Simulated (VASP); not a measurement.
# Cd (P6_3/mmc) in VASP: further runs

Runs on Cd. Level: PBE. Tasks: single point.

Program: VASP 6.6.1. These are calculated values, not measurements. Logs are shortened: lines on timing, memory, paths and dates and some standing lists are left out, and cuts for length are marked.

## 1. The cell of the first run

The structure is hexagonal, space group P6_3/mmc (No. 194). The conventional cell has a = 3.056 Å, b = 3.056 Å, c = 5.764 Å, α = 90.00°, β = 90.00°, γ = 120.00°. Within 4.0 Å of Cd (site symmetry -6m2) lie 12 Cd at 3.06 to 3.38 Å.

## 2. Single point, PBE

File INCAR:

```
PREC     = Accurate       # precision mode
ENCUT    = 520            # plane-wave cutoff, eV
EDIFF    = 1E-6           # SCF threshold, eV
ISMEAR   = -1             # smearing method
SIGMA    = 0.1            # smearing width, eV
LREAL    = F              # projectors in reciprocal space
LASPH    = T              # aspherical terms in the spheres
NELM     = 80             # most SCF steps
ALGO     = Normal         # electronic algorithm
ISIF     = 2              # what is computed and relaxed
LWAVE    = F              # write WAVECAR
LCHARG   = T              # write CHGCAR
GGA      = PE             # functional
LELF     = T              # ELF
LVHAR    = T            
NBANDS   = 19             # bands
```

File KPOINTS:

```
Automatic mesh
0
Gamma
  9 9 4
```

File POSCAR:

```
Cd
1.0
    3.0562776290      0.0000000000      0.0000000000
   -1.5281388145      2.6468139707      0.0000000000
    0.0000000000      0.0000000000      5.7636278261
Cd
2
Direct
    0.3333333333      0.6666666667      0.2500000000
    0.6666666667      0.3333333333      0.7500000000
```

Potentials or basis: VASP PAW PBE potentials, release 64 (Cd).

Command:

```bash
> cat potpaw_PBE.64/Cd/POTCAR > POTCAR
> mpirun -np 1 vasp_std > vasp.out
```

OUTCAR:

```text
PREC = Accurate
   ENCUT = 520
   EDIFF = 1E-6
   ISMEAR = -1
   LREAL = F
   LASPH = T
   NELM = 80
   ISIF = 2
   GGA = PE

 ion  position               nearest neighbor table
   1  0.333  0.667  0.250-   2 3.38   2 3.38   2 3.38   2 3.38   2 3.38   2 3.38
   2  0.667  0.333  0.750-   1 3.38   1 3.38   1 3.38   1 3.38   1 3.38   1 3.38

  LATTYP: Found a hexagonal cell.
 ALAT       =     3.0562776290
 C/A-ratio  =     1.8858325472

  Lattice vectors:

 A1 = (   3.0562776290,   0.0000000000,   0.0000000000)
 A2 = (  -1.5281388145,   2.6468139707,   0.0000000000)
 A3 = (   0.0000000000,   0.0000000000,   5.7636278261)

Analysis of symmetry for initial positions (statically):
=====================================================================
 Subroutine PRICEL returns:
 Original cell was already a primitive cell.

 Routine SETGRP: Setting up the symmetry group for a
 hexagonal supercell.

 Subroutine GETGRP returns: Found 24 space group operations
 (whereof 12 operations were pure point group operations)
 out of a pool of 24 trial point group operations.

The static configuration has the point symmetry D_3d.
 The point group associated with its full space group is D_6h.

Analysis of symmetry for dynamics (positions and initial velocities):
=====================================================================
 Subroutine PRICEL returns:
 Original cell was already a primitive cell.

 Routine SETGRP: Setting up the symmetry group for a
 hexagonal supercell.

 Subroutine GETGRP returns: Found 24 space group operations
 (whereof 12 operations were pure point group operations)
 out of a pool of 24 trial point group operations.

The dynamic configuration has the point symmetry D_3d.
 The point group associated with its full space group is D_6h.

 Subroutine INISYM returns: Found 24 space group operations
 (whereof 12 operations are pure point group operations),
 and found     1 'primitive' translations

----------------------------------------------------------------------------------------

                                     Primitive cell

  volume of cell :      46.6243

  direct lattice vectors                    reciprocal lattice vectors
     3.056277629  0.000000000  0.000000000     0.327195406  0.188906363  0.000000000
    -1.528138815  2.646813971  0.000000000     0.000000000  0.377812725  0.000000000
     0.000000000  0.000000000  5.763627826     0.000000000  0.000000000  0.173501834

  length of vectors
     3.056277629  3.056277545  5.763627826     0.377812715  0.377812725  0.173501834

  position of ions in fractional coordinates (direct lattice)
     0.333333333  0.666666667  0.250000000
     0.666666667  0.333333333  0.750000000

  ion indices of the primitive-cell ions
   primitive index   ion index
                 1           1
                 2           2

----------------------------------------------------------------------------------------

 KPOINTS: Automatic mesh

Automatic generation of k-mesh.
 Grid dimensions read from file:
 generate k-points for:    9    9    4

 Generating k-lattice:

  Cartesian coordinates                     Fractional coordinates (reciprocal lattice)
     0.036355045  0.020989596  0.000000000     0.111111111 -0.000000000  0.000000000
     0.000000000  0.041979192  0.000000000     0.000000000  0.111111111  0.000000000
     0.000000000  0.000000000  0.043375459     0.000000000  0.000000000  0.250000000

  Length of vectors
     0.041979191  0.041979192  0.043375459

  Shift w.r.t. Gamma in fractional coordinates (k-lattice)
     0.000000000  0.000000000  0.000000000

 Subroutine IBZKPT returns following result:
 ===========================================

 Found     36 irreducible k-points:

 Following reciprocal coordinates:
            Coordinates               Weight
  0.000000  0.000000  0.000000      1.000000
  0.111111 -0.000000  0.000000      6.000000
  0.222222  0.000000  0.000000      6.000000
  0.333333 -0.000000  0.000000      6.000000
  0.444444  0.000000  0.000000      6.000000
  0.111111  0.111111  0.000000      6.000000
[... 16 lines left out ...]
  0.333333  0.222222  0.250000     24.000000
  0.333333  0.333333  0.250000      4.000000
 [... further k-points ...]
   k-points           NKPTS =     36   k-points in BZ     NKDIM =     36   number of bands    NBANDS=     19
   number of dos      NEDOS =    301   number of ions     NIONS =      2
   total plane-waves  NPLWV =  27648
   dimension x,y,z NGX =    24 NGY =   24 NGZ =   48
   dimension x,y,z NGXF=    48 NGYF=   48 NGZF=   96
   ions per type =               2
   NGX,Y,Z   is equivalent  to a cutoff of  13.05, 13.05, 13.85 a.u.
   NGXF,Y,Z  is equivalent  to a cutoff of  26.11, 26.11, 27.69 a.u.
 SYSTEM =  unknown system
   PREC   = accura    normal or accurate (medium, high low for compatibility)
   ISTART =      0    job   : 0-new  1-cont  2-samecut
   ICHARG =      2    charge: 1-file 2-atom 10-const
   ISPIN  =      1    spin polarized calculation?
   LNONCOLLINEAR =      F non collinear calculations
   LSORBIT =      F    spin-orbit coupling
   LASPH  =      T    aspherical Exc in radial PAW
   ENCUT  =  520.0 eV  38.22 Ry    6.18 a.u.   5.68  5.68 10.72*2*pi/ulx,y,z
   NELM   =     80;   NELMIN=  2; NELMDL= -5     # of ELM steps
   EDIFF  = 0.1E-05   stopping-criterion for ELM
   LREAL  =      F    real-space projection
   EDIFFG = 0.1E-04   stopping-criterion for IOM
   NSW    =      0    number of steps for IOM
   IBRION =     -1    ionic relax: 0-MD 1-quasi-New 2-CG
   NFREE  =      0    steps in history (QN), initial steepest desc. (CG)
   ISIF   =      2    stress and relaxation
   ISYM   =      2    0-nonsym 1-usesym 2-fastsym
   POTIM  = 0.5000    time-step for ionic-motion
   TEBEG  =    0.0;   TEEND  =   0.0 temperature during run
   PSTRESS=    0.0 pullay stress
   NELECT =      24.0000    total number of electrons
   NUPDOWN=      -1.0000    fix difference up-down
   EMIN   =  10.00;   EMAX   =-10.00  energy-range for DOS
   EFERMI =   0.00;   METHOD = LEGACY
   ISMEAR =    -1;   SIGMA  =   0.10  broadening in eV -4-tet -1-fermi 0-gaus
   EFERMI_NEDOS =   21; number of points for ismear=-14 and -15
   IALGO  =     38    algorithm
   IMIX   =      4    mixing-type and parameters
     AMIX     =   0.40;   BMIX     =  1.00
     AMIX_MAG =   1.60;   BMIX_MAG =  1.00
  volume/ion in A,a.u.               =      23.31       157.32
  Fermi-wavevector in a.u.,A,eV,Ry     =   1.312022  2.479363 23.421101  1.721402
  Thomas-Fermi vector in A             =   2.442443
   LORBIT       =      0    0 simple, 1 ext, 2 COOP (PROOUT), +10 PAW based schemes
   GGA     = PE    functional components
   LHFCALC =     F    Hartree Fock is set to
   AEXX    =    0.0000 exact exchange contribution
   IVDW    =     0    specifies the selected vdW correction
   LEPSILON=     F    determine dielectric tensor
   LRPA    =     F    only Hartree local field effects (RPA)
 non-spin polarized calculation
  energy-cutoff  :      520.00
  volume of cell :       46.62
 maximum number of plane-waves:      1270
 NGX is ok and might be reduce to    24
   NGX = 11   NGY = 11   NGZ = 21

 number of electron      24.0000004 magnetization

 Free energy of the ion-electron system (eV)
  ---------------------------------------------------
  ext. energy  EPLUGINS =         0.00000000
  ---------------------------------------------------
  free energy    TOTEN  =        -1.48432719 eV

  energy without entropy =       -1.45140594  energy(sigma->0) =       -1.46786656

 E-fermi :   2.5916     XC(G=0): -10.6279

 val. band max:        2.5145793761   @ k =   0.0000   0.0000   0.2500
 cond. band min:       2.6342246924   @ k =   0.4444   0.0000   0.2500
 fundamental gap:      0.1196453163
 Fermi energy:         2.5916194323

 k-point     1 :       0.0000    0.0000    0.0000
  band No.  band energies     occupation
      1      -7.1297      2.00000
      2      -6.9133      2.00000
      3      -6.6216      2.00000
      4      -6.6216      2.00000
      5      -6.5792      2.00000
      6      -6.5792      2.00000
[... 11 lines left out ...]
     18      16.5797      0.00000
     19      17.7264      0.00000

 k-point     2 :       0.1111   -0.0000    0.0000
  band No.  band energies     occupation
      1      -7.0333      2.00000
      2      -6.8413      2.00000
      3      -6.6537      2.00000
      4      -6.6047      2.00000
      5      -6.5252      2.00000
      6      -6.4863      2.00000
[... 11 lines left out ...]
     18      16.4613      0.00000
     19      17.6364      0.00000

 k-point     3 :       0.2222    0.0000    0.0000
  band No.  band energies     occupation
      1      -7.0030      2.00000
      2      -6.8094      2.00000
      3      -6.6487      2.00000
      4      -6.5012      2.00000
      5      -6.4700      2.00000
      6      -6.2839      2.00000
[... 11 lines left out ...]
     18      14.8415      0.00000
     19      15.2334      0.00000

 k-point     4 :       0.3333   -0.0000    0.0000
  band No.  band energies     occupation
      1      -7.1497      2.00000
      2      -6.9715      2.00000
      3      -6.7764      2.00000
      4      -6.4484      2.00000
      5      -6.4478      2.00000
      6      -6.3587      2.00000
[... 11 lines left out ...]
     18      14.7660      0.00000
     19      15.6028      0.00000

 k-point     5 :       0.4444    0.0000    0.0000
  band No.  band energies     occupation
      1      -7.2582      2.00000
      2      -7.0817      2.00000
      3      -6.9378      2.00000
      4      -6.5465      2.00000
      5      -6.4054      2.00000
      6      -6.3281      2.00000
[... 11 lines left out ...]
     18      14.5400      0.00000
     19      14.6907      0.00000
[... 334 lines left out ...]
      2      -7.0305      2.00000
      3      -6.9177      2.00000
      4      -6.7053      2.00000
      5      -6.4264      2.00000
      6      -6.1635      2.00000
[... 11 lines left out ...]
     18      11.2535      0.00000
     19      15.3003      0.00000

 k-point    22 :       0.2222    0.2222    0.2500
  band No.  band energies     occupation
      1      -6.8580      2.00000
      2      -6.8116      2.00000
      3      -6.7091      2.00000
      4      -6.6743      2.00000
      5      -6.5250      2.00000
      6      -6.3398      2.00000
[... 11 lines left out ...]
     18      12.0053      0.00000
     19      13.9368      0.00000

 k-point    23 :       0.3333    0.2222    0.2500
  band No.  band energies     occupation
      1      -6.8778      2.00000
      2      -6.8358      2.00000
      3      -6.7044      2.00000
      4      -6.6642      2.00000
      5      -6.5550      2.00000
      6      -6.2689      2.00000
[... 11 lines left out ...]
     18      10.5183      0.00000
     19      13.0435      0.00000

 k-point    24 :       0.3333    0.3333    0.2500
  band No.  band energies     occupation
      1      -6.7754      2.00000
      2      -6.6937      2.00000
      3      -6.6937      2.00000
      4      -6.5011      2.00000
      5      -6.4572      2.00000
      6      -6.4572      2.00000
[... 11 lines left out ...]
     18       9.8824      0.00000
     19      11.3331      0.00000

 [... further k-points ...]

------------------------ aborting loop because EDIFF is reached ----------------------------------------

  FORCE on cell =-STRESS in cart. coord.  units (eV):
  Direction    XX          YY          ZZ          XY          YZ          ZX
  --------------------------------------------------------------------------------------
  -------------------------------------------------------------------------------------
  Total       -0.0682234     -0.0682233      0.0415913     -0.0000000      0.0000000      0.0000000
  in kB       -2.3443988     -2.3443986      1.4292270     -0.0000000      0.0000000      0.0000000
  external PRESSURE =      -1.0865234 kB  Pullay stress =       0.0000000 kB

 VOLUME and BASIS-vectors are now :
 -----------------------------------------------------------------------------
  energy-cutoff  :      520.00
  volume of cell :       46.62
      direct lattice vectors                 reciprocal lattice vectors
     3.056277629  0.000000000  0.000000000     0.327195406  0.188906363  0.000000000
    -1.528138815  2.646813971  0.000000000     0.000000000  0.377812725  0.000000000
     0.000000000  0.000000000  5.763627826     0.000000000  0.000000000  0.173501834

 POSITION                                       TOTAL-FORCE (eV/Angst)
 -----------------------------------------------------------------------------------
     -0.00000      1.76454      1.44091         0.000000      0.000000      0.000000
      1.52814      0.88227      4.32272        -0.000000     -0.000000      0.000000
 -----------------------------------------------------------------------------------
    total drift:                               -0.000000      0.000000      0.000000

  FREE ENERGIE OF THE ION-ELECTRON SYSTEM (eV)
  ---------------------------------------------------
  free  energy   TOTEN  =        -1.4843271906 eV

  energy  without entropy=       -1.4514059360  energy(sigma->0) =       -1.46786656
```

Wall time 12 s (1 thread of Intel Xeon Platinum 8559C (Emerald Rapids), shared host); peak memory 0.17 GiB.

Results:

| Quantity | Value |
| --- | --- |
| Free energy | -1.4843 eV |
| Pressure | -0.1 GPa |
| Band gap on the k mesh | zero (band 12 reaches 3.49 eV, above the bottom of band 13 at -0.25 eV) |

(Part 1 of 2 ends here.)
